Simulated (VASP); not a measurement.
Write the native input for VASP 6.6.1 that does the following.

| Item | Value |
| --- | --- |
| Task | single point |
| Functional | PBEsol |
| Potentials or basis | VASP PAW PBE potentials, release 64 (Co, Si) |
| Cutoff | 520 eV |
| k mesh | 14 × 14 × 14 |
| Occupations | gaussian, width 0.1 eV |
| Spin | no spin polarisation |
| Dipole correction | no |
| Further INCAR settings | ALGO = Normal; EDIFF = 1e-06; NBANDS = 16 |

The structure of CoSi2 lies in POSCAR:

```
CoSi2
1.0
    0.0000000000      2.6562384327      2.6562384327
    2.6562384327      0.0000000000      2.6562384327
    2.6562384327      2.6562384327      0.0000000000
Co Si
1 2
Direct
    0.0000000000      0.0000000000      0.0000000000
    0.2500000000      0.2500000000      0.2500000000
    0.7500000000      0.7500000000      0.7500000000
```

The input as run:

INCAR

```
ALGO     = Normal         # electronic algorithm
EDIFF    = 1E-6           # SCF threshold, eV
ENCUT    = 520            # plane-wave cutoff, eV
GGA      = PS             # functional
ISIF     = 2              # what is computed and relaxed
ISMEAR   = 0              # smearing method
LASPH    = T              # aspherical terms in the spheres
LCHARG   = F              # write CHGCAR
LREAL    = F              # projectors in reciprocal space
LWAVE    = F              # write WAVECAR
NBANDS   = 16             # bands
NELM     = 60             # most SCF steps
PREC     = Accurate       # precision mode
SIGMA    = 0.1            # smearing width, eV
```

KPOINTS

```
k-points
0
Gamma
  14 14 14
```

Potentials or basis: VASP PAW PBE potentials, release 64 (Co, Si).

Launch:

```console
$ cat potpaw_PBE.64/Co/POTCAR potpaw_PBE.64/Si/POTCAR > POTCAR
$ mpirun -np 1 vasp_std > vasp.out
```

Results of the run:

```yaml
Pressure: 0.0 GPa
Band_gap_on_the_k_mesh: zero (an odd number of electrons rules out a gap without spin polarisation)
```

Caveat: the PAW data sets were made with another functional, which shifts forces and pressure a little; the run has no spin polarisation, though such a crystal can be magnetic.

Run time: 39 s on 1 thread of AMD EPYC 9R14 (Zen 4) (shared host), peak memory 0.17 GiB.
